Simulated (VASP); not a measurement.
Input of a VASP 6.6.1 run:

Contents of INCAR:

```
SYSTEM = In2O3
  PREC = Accurate
  ENCUT = 520
  EDIFF = 1E-6
  ISMEAR = -1
  SIGMA = 0.02
  LREAL = .FALSE.
  LASPH = .TRUE.
  NELM = 80
  ALGO = Normal
  ISIF = 2
  LWAVE = .FALSE.
  LCHARG = .FALSE.
  GGA = PE
  NBANDS = 55
```

KPOINTS

```
Automatic mesh
0
G
  6 6 6
  0 0 0
```

The input POSCAR:

```
In2O3
1.0
    2.7262828291      1.5740201253      4.9062670358
   -2.7262828291      1.5740201253      4.9062670358
    0.0000000000     -3.1480402506      4.9062670358
In O
4 6
Direct
    0.8561927285      0.8561927285      0.8561927285
    0.3561927285      0.3561927285      0.3561927285
    0.1438072715      0.1438072715      0.1438072715
    0.6438072715      0.6438072715      0.6438072715
    0.4531409782      0.0468590218      0.7500000000
    0.0468590218      0.7500000000      0.4531409782
    0.5468590218      0.9531409782      0.2500000000
    0.2500000000      0.5468590218      0.9531409782
    0.9531409782      0.2500000000      0.5468590218
    0.7500000000      0.4531409782      0.0468590218
```

Potentials or basis: VASP PAW PBE potentials, release 64 (In_d, O).

Run with:

```console
$ cat potpaw_PBE.64/In_d/POTCAR potpaw_PBE.64/O/POTCAR > POTCAR
$ mpirun -np 1 vasp_std > vasp.out
```

Task: What does it give for the band gap on the k mesh?

Result: 1.30 eV, indirect (least direct gap 1.31 eV).

Task: Estimate the largest force.

Result: 0.089 eV/Å.

Forces on the atoms (eV/Å):
```
In   0.000  0.000  0.089
In   0.000  0.000  0.089
In   0.000  0.000 -0.089
In   0.000  0.000 -0.089
O    0.009  0.000  0.000
O   -0.005 -0.008  0.000
O   -0.009  0.000  0.000
O    0.005 -0.008  0.000
O    0.005  0.008  0.000
O   -0.005  0.008  0.000
```

Caveat: the cell differs from its parent crystal (epitaxial xy strain -1.0%); spin-orbit coupling is left out, which moves the levels of the heavy elements.
